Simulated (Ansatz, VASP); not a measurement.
One calculation of EuS, two programs

```
CELL_PARAMETERS angstrom
0.00000 2.99323 2.99323
2.99323 0.00000 2.99323
2.99323 2.99323 0.00000
ATOMIC_POSITIONS crystal
Eu 0.50000 0.50000 0.50000
S 0.00000 0.00000 0.00000
```

Alike in both runs: functional PBE; k mesh 8 × 8 × 8; occupations gaussian, width 0.02 eV; collinear spin; Hubbard terms Eu f U = 6.0 eV.

Ansatz relaxed the structure, and its values are those at the end. VASP's run is a single point on that final structure, the one shown.

```csv
,VASP,Ansatz
version,VASP 6.6.1,Ansatz 0.2.0
potentials or method,"VASP PAW PBE potentials, release 64 (Eu, S), cutoff 600 eV","scalar-relativistic, plane waves, PAW"
valence electrons in the cell,23,23
```

|  | VASP | Ansatz | Ansatz less VASP |
| --- | --- | --- | --- |
| gap on the k mesh at the Fermi level (eV) | 0.50 | 0.78 | +0.280 |
| least direct gap on the mesh (eV) | 0.77 | 1.19 | +0.428 |
| pressure (GPa) | 0.3 | 0.0 | -0.31 |
| net moment per atom (μB) | 3.50 | 3.50 | 0.000 |
| size of the moment on the site where the two differ most (μB) | 6.72 | 6.87 | +0.146 |

Site moments also hang on the region over which each program counts them. The programs project onto different local orbitals, so the same U acts differently, and such runs can settle in different states.

Spin-orbit coupling is off throughout.
